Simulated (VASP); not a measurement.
Runs of VASP 6.6.1 on Pt. The structure is that of space group Fm-3m (No. 225), or close to it. The cells are those of the table. 

```csv
cell,gap on the mesh (eV),pressure (GPa)
"a = 2.836 Å, angles 60.0°, 1 atom",none,(b)
"a = 2.726 Å, angles 60.0°, 1 atom",none,15.6
"a = 2.810 Å, angles 60.0°, 1 atom",none,-11.2
"a = 2.782 Å, angles 60.0°, 1 atom",none,(a)
"a = 2.755 Å, angles 60.0°, 1 atom",none,4.9
```

Alike in all rows: task single point; level PBEsol; potentials or basis VASP PAW PBE potentials, release 64 (Pt); no spin polarisation; k mesh 10 × 10 × 10; cutoff (eV) 520; smearing methfessel-paxton 0.05 eV.

**Question.** Estimate the missing entries.

**Answer.** (a) -3.9; (b) -17.2.

Caveats: the PAW data sets were made with another functional, which shifts forces and pressure a little; spin-orbit coupling is left out, which moves the levels of the heavy elements.

A k mesh can miss the band edges, and the runs leave out spin-orbit coupling on Pt.

A gap of «none» marks levels without a gap at the run's occupations.
